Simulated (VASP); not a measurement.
Set up this calculation in VASP 6.6.1, as the native input.

```yaml
Task: single point
Functional: RPBE
Potentials_or_basis: VASP PAW PBE potentials, release 64 (Sn_d)
Cutoff: 520 eV
k_mesh: 13 × 13 × 13
Occupations: fermi-dirac, width 0.1 eV
Spin: no spin polarisation
Dipole_correction: no
Further_INCAR_settings: ALGO = Normal; EDIFF = 1e-06; NBANDS = 21
```

The structure of Sn lies in POSCAR:

```
Sn
1.0
    0.0000000000      3.3222400949      3.3222400949
    3.3222400949      0.0000000000      3.3222400949
    3.3222400949      3.3222400949      0.0000000000
Sn
2
Direct
    0.5000000000      0.5000000000      0.5000000000
    0.7500000000      0.7500000000      0.7500000000
```

This isn't the form of Sn at room conditions, which is tetragonal (white tin).

One way to write it, as run:

INCAR

```
SYSTEM = Sn
ALGO = Normal
EDIFF = 1E-6
ENCUT = 520
GGA = RP
ISIF = 2
ISMEAR = -1
LASPH = .True.
LCHARG = .True.
LELF = .True.
LREAL = .False.
LVHAR = .True.
LWAVE = .False.
NBANDS = 21
NELM = 80
PREC = Accurate
SIGMA = 0.1
```

KPOINTS

```
k-points
0
Gamma
  13 13 13
  0 0 0
```

Potentials or basis: VASP PAW PBE potentials, release 64 (Sn_d).

The run is started by

```bash
$ cat potpaw_PBE.64/Sn_d/POTCAR > POTCAR
$ mpirun -np 1 vasp_std > vasp.out
```

Results of the run:

```yaml
Pressure: 1.4 GPa
Band_gap_on_the_k_mesh: zero (bands 14 and 15 overlap by 0.14 eV)
```

Caveat: the PAW data sets were made with another functional, which shifts forces and pressure a little; spin-orbit coupling is left out, which moves the levels of the heavy elements.

It took 74 s on 1 thread of AMD EPYC 9R45 96-Core Processor (Zen 5) (shared host), peak memory 0.23 GiB.
